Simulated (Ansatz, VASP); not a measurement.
**Two plane-wave programs on CdF2**

```
Cd F
1.0
     0.00000    2.65825    2.65825
     2.65825    0.00000    2.65825
     2.65825    2.65825    0.00000
Cd F
1 2
Cartesian
  0.0000 0.0000 0.0000
  1.3291 1.3291 1.3291
  3.9874 3.9874 3.9874
```

Alike in both runs: task single point; functional PBEsol; k mesh 8 × 8 × 8; occupations gaussian, width 0.02 eV; no spin polarisation.

```csv
,VASP,Ansatz
version,VASP 6.6.1,Ansatz 0.2.0
potentials or method,"VASP PAW PBE potentials, release 64 (Cd_sv_GW, F), cutoff 600 eV","scalar-relativistic, plane waves, PAW"
valence electrons in the cell,34,34
```

|  | VASP | Ansatz | Ansatz less VASP |
| --- | --- | --- | --- |
| gap on the k mesh at the Fermi level (eV) | 3.06 | 3.07 | +0.015 |
| least direct gap on the mesh (eV) | 3.50 | 3.51 | +0.012 |
| pressure (GPa) | 3.8 | 4.5 | +0.71 |

VASP's potentials were made for PBE, not for PBEsol.
